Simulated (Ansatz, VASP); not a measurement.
Hf in VASP and in Ansatz

```xyz
4
Lattice="4.9829 0.0000 0.0000 -2.4914 4.3153 0.0000 0.0000 0.0000 5.4874" Properties=species:S:1:pos:R:3 pbc="T T T"
Hf    2.4914    1.4384    0.0000
Hf    0.0000    2.8769    2.7437
Hf    2.4914    1.4384    2.7437
Hf    0.0000    2.8769    5.4873
```

Alike in both runs: functional PBEsol; k mesh 12 × 12 × 8; occupations gaussian, width 0.1 eV; no spin polarisation.

Ansatz relaxed the structure, and its values are those at the end. VASP's run is a single point on that final structure, the one shown.

|  | VASP | Ansatz |
| --- | --- | --- |
| version | VASP 6.6.1 | Ansatz 0.2.0 |
| potentials or method | VASP PAW PBE potentials, release 64 (Hf_pv), cutoff 520 eV | scalar-relativistic, plane waves, PAW |
| valence electrons in the cell | 40 | 104 |

VASP gave:

```
gap on the k mesh at the Fermi level (eV) : none
pressure (GPa)                            : -0.3
```

**Question.** What did Ansatz give for the same quantities?

**Answer.** gap on the k mesh at the Fermi level (eV): none; pressure (GPa): -0.1.

VASP's potentials were made for PBE, not for PBEsol. A gap of «none» marks a metal or a gap that the smearing closes. The functional is the same, so the differences come from potentials, cutoffs and numerics. VASP's potentials hold 40 valence electrons a cell and Ansatz's 104, so a difference there can come from the potentials and not from the codes.

Spin-orbit coupling is off throughout.
